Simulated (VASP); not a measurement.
# PbSe (P6_3/mmc) in VASP: settings compared, part 2 of 2

VASP 6.6.1. Earlier steps stand in the parts before.

### 3 Single point, PBE

This run uses another cell than the first one, of 29.87 Å³/atom, 0.943 times its volume.

Contents of INCAR:

```
SYSTEM = PbSe
PREC = Accurate
ENCUT = 520
EDIFF = 1E-6
ISMEAR = -1
SIGMA = 0.02
LREAL = .FALSE.
LASPH = .TRUE.
NELM = 60
ALGO = Normal
ISIF = 2
LWAVE = .FALSE.
LCHARG = .FALSE.
GGA = PE
NBANDS = 28
```

Contents of KPOINTS:

```
Automatic mesh
0
G
  12 12 4
  0 0 0
```

Contents of POSCAR:

```
PbSe
1.0
    4.2735454777      0.0000000000      0.0000000000
   -2.1367727388      3.7009989479      0.0000000000
    0.0000000000      0.0000000000      7.5550281191
Pb Se
2 2
Direct
    0.0000000000      0.0000000000      0.0000000000
    0.0000000000      0.0000000000      0.5000000000
    0.3333333333      0.6666666667      0.2500000000
    0.6666666667      0.3333333333      0.7500000000
```

Potentials or basis: VASP PAW PBE potentials, release 64 (Pb_d, Se).

On the command line:

```sh
$ cat potpaw_PBE.64/Pb_d/POTCAR potpaw_PBE.64/Se/POTCAR > POTCAR
$ mpirun -np 1 vasp_std > vasp.out
```

OUTCAR:

```text
SYSTEM = PbSe
   PREC = Accurate
   ENCUT = 520
   EDIFF = 1E-6
   ISMEAR = -1
   LREAL = .FALSE.
   LASPH = .TRUE.
   NELM = 60
   ISIF = 2
   GGA = PE

 ion  position               nearest neighbor table
   1  0.000  0.000  0.000-   3 3.11   4 3.11   3 3.11   4 3.11   4 3.11   3 3.11   2 3.78   2 3.78

   2  0.000  0.000  0.500-   3 3.11   4 3.11   3 3.11   4 3.11   4 3.11   3 3.11   1 3.78   1 3.78

   3  0.333  0.667  0.250-   1 3.11   2 3.11   1 3.11   2 3.11   1 3.11   2 3.11
   4  0.667  0.333  0.750-   1 3.11   2 3.11   1 3.11   2 3.11   1 3.11   2 3.11

  LATTYP: Found a hexagonal cell.
 ALAT       =     4.2735454777
 C/A-ratio  =     1.7678595346

  Lattice vectors:

 A1 = (   4.2735454777,   0.0000000000,   0.0000000000)
 A2 = (  -2.1367727388,   3.7009989479,   0.0000000000)
 A3 = (   0.0000000000,   0.0000000000,   7.5550281191)

Analysis of symmetry for initial positions (statically):
=====================================================================
 Subroutine PRICEL returns:
 Original cell was already a primitive cell.

 Routine SETGRP: Setting up the symmetry group for a
 hexagonal supercell.

 Subroutine GETGRP returns: Found 24 space group operations
 (whereof 12 operations were pure point group operations)
 out of a pool of 24 trial point group operations.

The static configuration has the point symmetry D_3d.
 The point group associated with its full space group is D_6h.

Analysis of symmetry for dynamics (positions and initial velocities):
=====================================================================
 Subroutine PRICEL returns:
 Original cell was already a primitive cell.

 Routine SETGRP: Setting up the symmetry group for a
 hexagonal supercell.

 Subroutine GETGRP returns: Found 24 space group operations
 (whereof 12 operations were pure point group operations)
 out of a pool of 24 trial point group operations.

The dynamic configuration has the point symmetry D_3d.
 The point group associated with its full space group is D_6h.

 Subroutine INISYM returns: Found 24 space group operations
 (whereof 12 operations are pure point group operations),
 and found     1 'primitive' translations

----------------------------------------------------------------------------------------

                                     Primitive cell

  volume of cell :     119.4933

  direct lattice vectors                    reciprocal lattice vectors
     4.273545478  0.000000000  0.000000000     0.233997744  0.135098660  0.000000000
    -2.136772739  3.700998948  0.000000000     0.000000000  0.270197321  0.000000000
     0.000000000  0.000000000  7.555028119     0.000000000  0.000000000  0.132362181

  length of vectors
     4.273545478  4.273545478  7.555028119     0.270197321  0.270197321  0.132362181

  position of ions in fractional coordinates (direct lattice)
     0.000000000  0.000000000  0.000000000
     0.000000000  0.000000000  0.500000000
     0.333333333  0.666666667  0.250000000
     0.666666667  0.333333333  0.750000000

  ion indices of the primitive-cell ions
   primitive index   ion index
                 1           1
                 2           2
                 3           3
                 4           4

----------------------------------------------------------------------------------------

 KPOINTS: Automatic mesh

Automatic generation of k-mesh.
 Grid dimensions read from file:
 generate k-points for:   12   12    4

 Generating k-lattice:

  Cartesian coordinates                     Fractional coordinates (reciprocal lattice)
     0.019499812  0.011258222  0.000000000     0.083333333  0.000000000  0.000000000
     0.000000000  0.022516443  0.000000000     0.000000000  0.083333333  0.000000000
     0.000000000  0.000000000  0.033090545     0.000000000  0.000000000  0.250000000

  Length of vectors
     0.022516443  0.022516443  0.033090545

  Shift w.r.t. Gamma in fractional coordinates (k-lattice)
     0.000000000  0.000000000  0.000000000

 Subroutine IBZKPT returns following result:
 ===========================================

 Found     57 irreducible k-points:

 Following reciprocal coordinates:
            Coordinates               Weight
  0.000000  0.000000  0.000000      1.000000
  0.083333 -0.000000  0.000000      6.000000
  0.166667 -0.000000  0.000000      6.000000
  0.250000 -0.000000  0.000000      6.000000
  0.333333 -0.000000  0.000000      6.000000
  0.416667 -0.000000  0.000000      6.000000
[... 16 lines left out ...]
  0.250000 -0.000000  0.250000     12.000000
  0.333333 -0.000000  0.250000     12.000000
 [... further k-points ...]
   k-points           NKPTS =     57   k-points in BZ     NKDIM =     57   number of bands    NBANDS=     28
   number of dos      NEDOS =    301   number of ions     NIONS =      4
   total plane-waves  NPLWV =  57344
   dimension x,y,z NGX =    32 NGY =   32 NGZ =   56
   dimension x,y,z NGXF=    64 NGYF=   64 NGZF=  112
   ions per type =               2   2
   NGX,Y,Z   is equivalent  to a cutoff of  12.45, 12.45, 12.32 a.u.
   NGXF,Y,Z  is equivalent  to a cutoff of  24.90, 24.90, 24.65 a.u.
 SYSTEM =  PbSe
   PREC   = accura    normal or accurate (medium, high low for compatibility)
   ISTART =      0    job   : 0-new  1-cont  2-samecut
   ICHARG =      2    charge: 1-file 2-atom 10-const
   ISPIN  =      1    spin polarized calculation?
   LNONCOLLINEAR =      F non collinear calculations
   LSORBIT =      F    spin-orbit coupling
   LASPH  =      T    aspherical Exc in radial PAW
   ENCUT  =  520.0 eV  38.22 Ry    6.18 a.u.   7.95  7.95 14.05*2*pi/ulx,y,z
   NELM   =     60;   NELMIN=  2; NELMDL= -5     # of ELM steps
   EDIFF  = 0.1E-05   stopping-criterion for ELM
   LREAL  =      F    real-space projection
   EDIFFG = 0.1E-04   stopping-criterion for IOM
   NSW    =      0    number of steps for IOM
   IBRION =     -1    ionic relax: 0-MD 1-quasi-New 2-CG
   NFREE  =      0    steps in history (QN), initial steepest desc. (CG)
   ISIF   =      2    stress and relaxation
   ISYM   =      2    0-nonsym 1-usesym 2-fastsym
   POTIM  = 0.5000    time-step for ionic-motion
   TEBEG  =    0.0;   TEEND  =   0.0 temperature during run
   PSTRESS=    0.0 pullay stress
   NELECT =      40.0000    total number of electrons
   NUPDOWN=      -1.0000    fix difference up-down
   EMIN   =  10.00;   EMAX   =-10.00  energy-range for DOS
   EFERMI =   0.00;   METHOD = LEGACY
   ISMEAR =    -1;   SIGMA  =   0.02  broadening in eV -4-tet -1-fermi 0-gaus
   EFERMI_NEDOS =   21; number of points for ismear=-14 and -15
   IALGO  =     38    algorithm
   IMIX   =      4    mixing-type and parameters
     AMIX     =   0.40;   BMIX     =  1.00
     AMIX_MAG =   1.60;   BMIX_MAG =  1.00
  volume/ion in A,a.u.               =      29.87       201.60
  Fermi-wavevector in a.u.,A,eV,Ry     =   1.136703  2.148057 17.580005  1.292094
  Thomas-Fermi vector in A             =   2.273408
   LORBIT       =      0    0 simple, 1 ext, 2 COOP (PROOUT), +10 PAW based schemes
   GGA     = PE    functional components
   LHFCALC =     F    Hartree Fock is set to
   AEXX    =    0.0000 exact exchange contribution
   IVDW    =     0    specifies the selected vdW correction
   LEPSILON=     F    determine dielectric tensor
   LRPA    =     F    only Hartree local field effects (RPA)
 non-spin polarized calculation
  energy-cutoff  :      520.00
  volume of cell :      119.49
 maximum number of plane-waves:      3246
 NGX is ok and might be reduce to    32
   NGX = 15   NGY = 15   NGZ = 29

 number of electron      40.0000003 magnetization

 Free energy of the ion-electron system (eV)
  ---------------------------------------------------
  ext. energy  EPLUGINS =         0.00000000
  ---------------------------------------------------
  free energy    TOTEN  =       -16.19554784 eV

  energy without entropy =      -16.19531782  energy(sigma->0) =      -16.19543283

 E-fermi :   4.9152     XC(G=0):  -9.3262

 val. band max:        4.9045239226   @ k =   0.3333   0.3333   0.0000
 cond. band min:       4.9369194656   @ k =   0.5000  -0.0000   0.0000
 fundamental gap:      0.0323955430
 Fermi energy:         4.9152194357

 k-point     1 :       0.0000    0.0000    0.0000
  band No.  band energies     occupation
      1     -12.3079      2.00000
      2     -12.2641      2.00000
      3     -12.2641      2.00000
      4     -12.2498      2.00000
      5     -12.2498      2.00000
      6     -12.2394      2.00000
[... 20 lines left out ...]
     27      10.1318      0.00000
[... 691 lines left out ...]
      6     -12.2232      2.00000
[... 20 lines left out ...]
     27      10.4744      0.00000
     28      11.7435      0.00000

 [... further k-points ...]
[... 5 lines left out ...]
  --------------------------------------------------------------------------------------
  -------------------------------------------------------------------------------------
  Total        0.6664917      0.6664917      0.7313425      0.0000000      0.0000000      0.0000000
  in kB        8.9363866      8.9363866      9.8059132      0.0000000      0.0000000      0.0000000
  external PRESSURE =       9.2262288 kB  Pullay stress =       0.0000000 kB

 VOLUME and BASIS-vectors are now :
 -----------------------------------------------------------------------------
  energy-cutoff  :      520.00
  volume of cell :      119.49
      direct lattice vectors                 reciprocal lattice vectors
     4.273545478  0.000000000  0.000000000     0.233997744  0.135098660  0.000000000
    -2.136772739  3.700998948  0.000000000     0.000000000  0.270197321  0.000000000
     0.000000000  0.000000000  7.555028119     0.000000000  0.000000000  0.132362181

 POSITION                                       TOTAL-FORCE (eV/Angst)
 -----------------------------------------------------------------------------------
      0.00000      0.00000      0.00000        -0.000000      0.000000     -0.000000
      0.00000      0.00000      3.77751        -0.000000      0.000000     -0.000000
     -0.00000      2.46733      1.88876         0.000000      0.000000      0.000000
      2.13677      1.23367      5.66627         0.000000      0.000000     -0.000000
 -----------------------------------------------------------------------------------
    total drift:                                0.000000     -0.000000      0.000000

  FREE ENERGIE OF THE ION-ELECTRON SYSTEM (eV)
  ---------------------------------------------------
  free  energy   TOTEN  =       -16.1955478355 eV

  energy  without entropy=      -16.1953178229  energy(sigma->0) =      -16.19543283
```

OSZICAR:

```text
N       E                     dE             d eps       ncg     rms          rms(c)
DAV:   1     0.408517290161E+03    0.40852E+03   -0.18373E+04  3192   0.147E+03
DAV:   2     0.286282811572E+02   -0.37989E+03   -0.36922E+03  3248   0.392E+02
DAV:   3    -0.148272328581E+02   -0.43456E+02   -0.42369E+02  4192   0.149E+02
DAV:   4    -0.167829669266E+02   -0.19557E+01   -0.19490E+01  3784   0.332E+01
DAV:   5    -0.168537343699E+02   -0.70767E-01   -0.70763E-01  4316   0.678E+00    0.387E+00
DAV:   6    -0.161963703335E+02    0.65736E+00   -0.14702E+00  4408   0.734E+00    0.204E+00
DAV:   7    -0.161905194354E+02    0.58509E-02   -0.30913E-01  3556   0.216E+00    0.123E+00
DAV:   8    -0.161984070577E+02   -0.78876E-02   -0.44521E-02  3784   0.190E+00    0.393E-01
DAV:   9    -0.161952588168E+02    0.31482E-02   -0.93685E-03  4352   0.853E-01    0.947E-02
DAV:  10    -0.161955154208E+02   -0.25660E-03   -0.11746E-03  3908   0.173E-01    0.349E-02
DAV:  11    -0.161955458350E+02   -0.30414E-04   -0.11590E-04  3648   0.830E-02    0.668E-03
DAV:  12    -0.161955479136E+02   -0.20786E-05   -0.89570E-06  3420   0.206E-02    0.230E-03
DAV:  13    -0.161955478355E+02    0.78143E-07   -0.14843E-06  2492   0.862E-03
   1 F= -.16195548E+02 E0= -.16195433E+02  d E =-.230013E-03
```

stdout:

```text
POSCAR found type information on POSCAR PbSe
 POSCAR found :  2 types and       4 ions
 scaLAPACK will be used
 LDA part: xc-table for (Slater+PW92), standard interpolation
 POSCAR, INCAR and KPOINTS ok, starting setup
 FFT: planning ... GRIDC
 FFT: planning ... GRID_SOFT
 FFT: planning ... GRID
 WAVECAR not read
 entering main loop
```

It took 4.3 min on 1 thread of AMD EPYC 7R13, shared host; peak memory 0.3 GiB.

What came out:

| Quantity | Value |
| --- | --- |
| Free energy | -16.1955 eV |
| Pressure | 0.9 GPa |
| Band gap on the k mesh | 0.03 eV, indirect (least direct gap 0.19 eV) |

Caveat: spin-orbit coupling is left out, which moves the levels of the heavy elements.

### 4 Single point, r2SCAN

This run uses another cell than the first one, of 29.87 Å³/atom, 0.943 times its volume.

POSCAR is that of step 3.

Contents of INCAR.step1:

```
ALGO = Normal
EDIFF = 1E-4
ENCUT = 520
GGA = PE
ISMEAR = -1
LASPH = True
LCHARG = False
LREAL = False
LWAVE = True
NBANDS = 28
NELM = 100
PREC = Accurate
SIGMA = 0.02
```

Contents of INCAR.step2:

```
ALGO = Normal
EDIFF = 1E-6
ENCUT = 520
ISIF = 2
ISMEAR = -1
ISTART = 1
LASPH = True
LCHARG = False
LMIXTAU = True
LREAL = False
LWAVE = False
METAGGA = R2SCAN
NBANDS = 28
NELM = 100
PREC = Accurate
SIGMA = 0.02
```

Contents of KPOINTS:

```
k-points
0
Gamma
  12 12 4
```

On the command line:

```sh
$ cat potpaw_PBE.64/Pb_d/POTCAR potpaw_PBE.64/Se/POTCAR > POTCAR
$ cp INCAR.step1 INCAR
$ mpirun -np 1 vasp_std > vasp.out
$ cp INCAR.step2 INCAR
$ mpirun -np 1 vasp_std > vasp.out
```

It took 16 min on 1 thread of AMD EPYC 7R13, shared host; peak memory 0.32 GiB.

It converged, with:

- Free energy: -143.6588 eV
- Pressure: 0.0 GPa
- Band gap on the k mesh: 0.12 eV, direct

Levels at points of the mesh, in eV from the valence-band top:
```tsv
k point	band 18	band 19	band 20	band 21	band 22	band 23
(0.00, 0.00, 0.00)	-1.69	-1.69	0.00	0.12	2.97	2.97
(0.50, 0.00, 0.00)	-1.85	-1.78	-1.17	0.17	1.57	2.48
(0.00, 0.00, 0.50)	-1.93	-1.74	-1.74	2.48	2.48	2.90
(0.50, 0.00, 0.50)	-2.97	-2.76	-2.76	2.50	2.50	2.87
```

Caveat: the PAW data sets were made with another functional, which shifts forces and pressure a little; spin-orbit coupling is left out, which moves the levels of the heavy elements. A k mesh can miss the band edges.

### 5 Overview

```tsv
level	cell	k mesh	gap on the mesh (eV)	pressure (GPa)
r2SCAN	a = 4.357, b = 4.357, c = 7.703 Å, angles 90.0, 90.0, 120.0°, 4 atoms	6 × 6 × 4	0.32	-2.6
PBE	a = 4.274, b = 4.274, c = 7.555 Å, angles 90.0, 90.0, 120.0°, 4 atoms	12 × 12 × 4	0.03	0.9
r2SCAN	a = 4.274, b = 4.274, c = 7.555 Å, angles 90.0, 90.0, 120.0°, 4 atoms	12 × 12 × 4	0.12	0.0
```

Alike in all rows: task single point; potentials or basis VASP PAW PBE potentials, release 64 (Pb_d, Se); no spin polarisation; cutoff (eV) 520; smearing fermi-dirac 0.02 eV.

Caveats: spin-orbit coupling is left out, which moves the levels of the heavy elements; the PAW data sets were made with another functional, which shifts forces and pressure a little (some runs).

Total energies depend on the potentials used, so only differences within one code and one set of settings carry meaning.
